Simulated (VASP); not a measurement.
# MgZn3O4 (P-43m) in VASP: single point with r2SCAN+rVV10

Aim: the single point of MgZn3O4 with r2SCAN+rVV10.

Program: VASP 6.6.1. These are calculated values, not measurements. Logs are shortened: lines on timing, memory, paths and dates and some standing lists are left out, and cuts for length are marked.

**1. The cell of the first run**

It takes space group P-43m (No. 215, cubic). The conventional cell has a = 4.540 Å, b = 4.540 Å, c = 4.540 Å, α = 90.00°, β = 90.00°, γ = 90.00°. Mg (site symmetry -43m) has 4 O at 1.96 Å within 2.6 Å. Zn (site symmetry -42m) has 4 O at 1.97 Å within 2.6 Å. O (site symmetry 3m) has 1 Mg at 1.96 Å and 3 Zn at 1.97 Å within 2.6 Å.

**2. Single point, r2SCAN+rVV10**

POSCAR

```
MgZn3O4
1.0
    4.5397671971      0.0000000000      0.0000000000
    0.0000000000      4.5397671971      0.0000000000
    0.0000000000      0.0000000000      4.5397671971
Mg Zn O
1 3 4
Direct
    0.0000000000      0.0000000000      0.0000000000
    0.0000000000      0.5000000000      0.5000000000
    0.5000000000      0.0000000000      0.5000000000
    0.5000000000      0.5000000000      0.0000000000
    0.2487269133      0.2487269133      0.2487269133
    0.7512730867      0.7512730867      0.2487269133
    0.2487269133      0.7512730867      0.7512730867
    0.7512730867      0.2487269133      0.7512730867
```

INCAR.step1

```
PREC = Accurate
ENCUT = 520
ISMEAR = -1
SIGMA = 0.03
LREAL = False
LASPH = True
NELM = 60
NBANDS = 41
GGA = PE
ALGO = Normal
EDIFF = 1E-4
LWAVE = True
LCHARG = False
```

INCAR.step2

```
PREC = Accurate
ENCUT = 520
EDIFF = 1E-6
ISMEAR = -1
SIGMA = 0.03
LREAL = False
LASPH = True
NELM = 60
ALGO = Normal
ISIF = 2
LWAVE = False
LCHARG = False
METAGGA = R2SCAN
LMIXTAU = True
LUSE_VDW = True
IVDW_NL = 2
BPARAM = 11.95
CPARAM = 0.0093
NBANDS = 41
ISTART = 1
```

KPOINTS

```
Automatic mesh
0
Gamma
  6 6 6
```

Potentials or basis: VASP PAW PBE potentials, release 64 (Mg, Zn, O).

On the command line:

```console
> cat potpaw_PBE.64/Mg/POTCAR potpaw_PBE.64/Zn/POTCAR potpaw_PBE.64/O/POTCAR > POTCAR
> cp INCAR.step1 INCAR
> mpirun -np 1 vasp_std > vasp.out
> cp INCAR.step2 INCAR
> mpirun -np 1 vasp_std > vasp.out
```

OUTCAR:

```text
PREC = Accurate
   ENCUT = 520
   EDIFF = 1E-6
   ISMEAR = -1
   LREAL = False
   LASPH = True
   NELM = 60
   ISIF = 2
   METAGGA = R2SCAN
   IVDW_NL = 2
   BPARAM = 11.95
   ISTART = 1

 ion  position               nearest neighbor table
   1  0.000  0.000  0.000-   5 1.96   6 1.96   7 1.96   8 1.96   3 3.21   4 3.21   2 3.21   2 3.21
                             3 3.21   2 3.21   4 3.21   2 3.21   3 3.21   4 3.21   3 3.21   4 3.21
   2  0.000  0.500  0.500-   5 1.97   6 1.97   7 1.97   8 1.97   1 3.21   1 3.21   1 3.21   1 3.21

   3  0.500  0.000  0.500-   5 1.97   6 1.97   7 1.97   8 1.97   1 3.21   1 3.21   1 3.21   1 3.21

   4  0.500  0.500  0.000-   5 1.97   6 1.97   7 1.97   8 1.97   1 3.21   1 3.21   1 3.21   1 3.21

   5  0.249  0.249  0.249-   1 1.96   2 1.97   3 1.97   4 1.97
   6  0.751  0.751  0.249-   1 1.96   2 1.97   3 1.97   4 1.97
   7  0.249  0.751  0.751-   1 1.96   2 1.97   3 1.97   4 1.97
   8  0.751  0.249  0.751-   1 1.96   2 1.97   3 1.97   4 1.97

  LATTYP: Found a simple cubic cell.
 ALAT       =     4.5397671971

  Lattice vectors:

 A1 = (   4.5397671971,   0.0000000000,   0.0000000000)
 A2 = (   0.0000000000,   4.5397671971,   0.0000000000)
 A3 = (   0.0000000000,   0.0000000000,   4.5397671971)

Analysis of symmetry for initial positions (statically):
=====================================================================
 Subroutine PRICEL returns:
 Original cell was already a primitive cell.

 Routine SETGRP: Setting up the symmetry group for a
 simple cubic supercell.

 Subroutine GETGRP returns: Found 24 space group operations
 (whereof 24 operations were pure point group operations)
 out of a pool of 48 trial point group operations.

The static configuration has the point symmetry T_d .

Analysis of symmetry for dynamics (positions and initial velocities):
=====================================================================
 Subroutine PRICEL returns:
 Original cell was already a primitive cell.

 Routine SETGRP: Setting up the symmetry group for a
 simple cubic supercell.

 Subroutine GETGRP returns: Found 24 space group operations
 (whereof 24 operations were pure point group operations)
 out of a pool of 48 trial point group operations.

The dynamic configuration has the point symmetry T_d .

 Subroutine INISYM returns: Found 24 space group operations
 (whereof 24 operations are pure point group operations),
 and found     1 'primitive' translations

[... 108 lines left out ...]
   ISYM   =      2    0-nonsym 1-usesym 2-fastsym
   POTIM  = 0.5000    time-step for ionic-motion
   TEBEG  =    0.0;   TEEND  =   0.0 temperature during run
   PSTRESS=    0.0 pullay stress
   NELECT =      62.0000    total number of electrons
   NUPDOWN=      -1.0000    fix difference up-down
   EMIN   =  10.00;   EMAX   =-10.00  energy-range for DOS
   EFERMI =   0.00;   METHOD = LEGACY
   ISMEAR =    -1;   SIGMA  =   0.03  broadening in eV -4-tet -1-fermi 0-gaus
   EFERMI_NEDOS =   21; number of points for ismear=-14 and -15
   IALGO  =     38    algorithm
   IMIX   =      4    mixing-type and parameters
     AMIX     =   0.40;   BMIX     =  1.00
     AMIX_MAG =   1.60;   BMIX_MAG =  1.00
  volume/ion in A,a.u.               =      11.70        78.92
  Fermi-wavevector in a.u.,A,eV,Ry     =   1.427267  2.697143 27.716297  2.037090
  Thomas-Fermi vector in A             =   2.547455
   LORBIT       =      0    0 simple, 1 ext, 2 COOP (PROOUT), +10 PAW based schemes
   METAGGA = R2SCAN    functional components
   LHFCALC =     F    Hartree Fock is set to
   AEXX    =    0.0000 exact exchange contribution
   IVDW_NL    =     2    kernel type
   BPARAM     =11.9500
   IVDW    =     0    specifies the selected vdW correction
   LEPSILON=     F    determine dielectric tensor
   LRPA    =     F    only Hartree local field effects (RPA)
 non-spin polarized calculation
  energy-cutoff  :      520.00
  volume of cell :       93.56
 maximum number of plane-waves:      2546
 NGX is ok and might be reduce to    36
   NGX = 17   NGY = 17   NGZ = 17

 number of electron      62.0000083 magnetization

 Free energy of the ion-electron system (eV)
  ---------------------------------------------------
  ext. energy  EPLUGINS =         0.00000000
  ---------------------------------------------------
  free energy    TOTEN  =       -68.42470781 eV

  energy without entropy =      -68.42470781  energy(sigma->0) =      -68.42470781

 E-fermi :   1.5685     XC(G=0): -11.4500

 val. band max:        0.9206984046   @ k =   0.0000   0.0000   0.0000
 cond. band min:       2.7133177599   @ k =   0.0000   0.0000   0.0000
 fundamental gap:      1.7926193553
 Fermi energy:         1.5685073757

 k-point     1 :       0.0000    0.0000    0.0000
  band No.  band energies     occupation
      1     -17.7867      2.00000
      2     -16.8966      2.00000
      3     -16.8965      2.00000
      4     -16.8965      2.00000
      5      -4.8882      2.00000
      6      -4.8881      2.00000
[... 869 lines left out ...]
     40      14.5243      0.00000
     41      14.5243      0.00000

------------------------ aborting loop because EDIFF is reached ----------------------------------------

  FORCE on cell =-STRESS in cart. coord.  units (eV):
  Direction    XX          YY          ZZ          XY          YZ          ZX
  --------------------------------------------------------------------------------------
  -------------------------------------------------------------------------------------
  Total        0.4355709      0.4355709      0.4355709     -0.0000000     -0.0000000      0.0000000
  in kB        7.4587962      7.4587962      7.4587962     -0.0000000     -0.0000000      0.0000000
  external PRESSURE =       7.4587962 kB  Pullay stress =       0.0000000 kB

 VOLUME and BASIS-vectors are now :
 -----------------------------------------------------------------------------
  energy-cutoff  :      520.00
  volume of cell :       93.56
      direct lattice vectors                 reciprocal lattice vectors
     4.539767197  0.000000000  0.000000000     0.220275613  0.000000000  0.000000000
     0.000000000  4.539767197  0.000000000     0.000000000  0.220275613  0.000000000
     0.000000000  0.000000000  4.539767197     0.000000000  0.000000000  0.220275613

 POSITION                                       TOTAL-FORCE (eV/Angst)
 -----------------------------------------------------------------------------------
      0.00000      0.00000      0.00000         0.000000      0.000000      0.000000
      0.00000      2.26988      2.26988        -0.000000      0.000000     -0.000000
      2.26988      0.00000      2.26988         0.000000      0.000000     -0.000000
      2.26988      2.26988      0.00000        -0.000000      0.000000     -0.000000
      1.12916      1.12916      1.12916        -0.046221     -0.046221     -0.046221
      3.41060      3.41060      1.12916         0.046221      0.046221     -0.046221
      1.12916      3.41060      3.41060        -0.046221      0.046221      0.046221
      3.41060      1.12916      3.41060         0.046221     -0.046221      0.046221
 -----------------------------------------------------------------------------------
    total drift:                               -0.000000     -0.000000     -0.000000

  FREE ENERGIE OF THE ION-ELECTRON SYSTEM (eV)
  ---------------------------------------------------
  free  energy   TOTEN  =       -68.4247078149 eV

  energy  without entropy=      -68.4247078149  energy(sigma->0) =      -68.42470781
```

OSZICAR.step1:

```text
N       E                     dE             d eps       ncg     rms          rms(c)
DAV:   1     0.624554217506E+03    0.62455E+03   -0.29839E+04  1672   0.203E+03
DAV:   2     0.475805272648E+02   -0.57697E+03   -0.53665E+03  1657   0.480E+02
DAV:   3    -0.420371387823E+02   -0.89618E+02   -0.87831E+02  1888   0.181E+02
DAV:   4    -0.456858265710E+02   -0.36487E+01   -0.36355E+01  1857   0.389E+01
DAV:   5    -0.457169802781E+02   -0.31154E-01   -0.31146E-01  1883   0.383E+00    0.200E+01
DAV:   6    -0.379902645638E+02    0.77267E+01   -0.20657E+01  2832   0.766E+01    0.119E+01
DAV:   7    -0.384977818312E+02   -0.50752E+00   -0.69151E+00  1692   0.196E+01    0.725E+00
DAV:   8    -0.385418077642E+02   -0.44026E-01   -0.16394E+00  2370   0.103E+01    0.265E+00
DAV:   9    -0.384004577753E+02    0.14135E+00   -0.34986E-01  2685   0.897E+00    0.534E-01
DAV:  10    -0.384090408354E+02   -0.85831E-02   -0.14786E-01  1694   0.205E+00    0.291E-01
DAV:  11    -0.384084272191E+02    0.61362E-03   -0.28302E-03  1890   0.354E-01    0.106E-01
DAV:  12    -0.384084954834E+02   -0.68264E-04   -0.37950E-04  1630   0.126E-01
   1 F= -.38408495E+02 E0= -.38408495E+02  d E =-.585896E-10
```

Wall time 5.4 min (1 thread of AMD EPYC 7R43 (Zen 3), shared host); peak memory 0.39 GiB.

Results:

* Free energy: -68.4247 eV
* Pressure: 0.7 GPa
* Largest force: 0.080 eV/Å
* Band gap on the k mesh: 1.79 eV, direct

Forces in eV/Å, atoms in the order of the input:
```
Mg   0.000  0.000  0.000
Zn   0.000  0.000  0.000
Zn   0.000  0.000  0.000
Zn   0.000  0.000  0.000
O   -0.046 -0.046 -0.046
O    0.046  0.046 -0.046
O   -0.046  0.046  0.046
O    0.046 -0.046  0.046
```

Levels at points of the mesh, in eV from the valence-band top:
| k point | band 27 | band 28 | band 29 | band 30 | band 31 | band 32 | band 33 | band 34 | band 35 | band 36 |
| --- | --- | --- | --- | --- | --- | --- | --- | --- | --- | --- |
| (0.00, 0.00, 0.00) | -1.99 | -1.99 | 0.00 | 0.00 | 0.00 | 1.79 | 5.92 | 5.92 | 5.92 | 10.00 |
| (0.50, 0.00, 0.00) | -1.38 | -1.28 | -1.28 | -0.65 | -0.65 | 4.76 | 4.94 | 7.81 | 7.81 | 10.19 |
| (0.50, 0.50, 0.00) | -1.72 | -0.81 | -0.81 | -0.78 | -0.43 | 6.60 | 6.80 | 6.80 | 7.67 | 10.23 |
| (0.50, 0.50, 0.50) | -0.65 | -0.65 | -0.48 | -0.48 | -0.48 | 6.48 | 6.48 | 6.48 | 8.02 | 8.85 |

Caveat: the PAW data sets were made with another functional, which shifts forces and pressure a little.
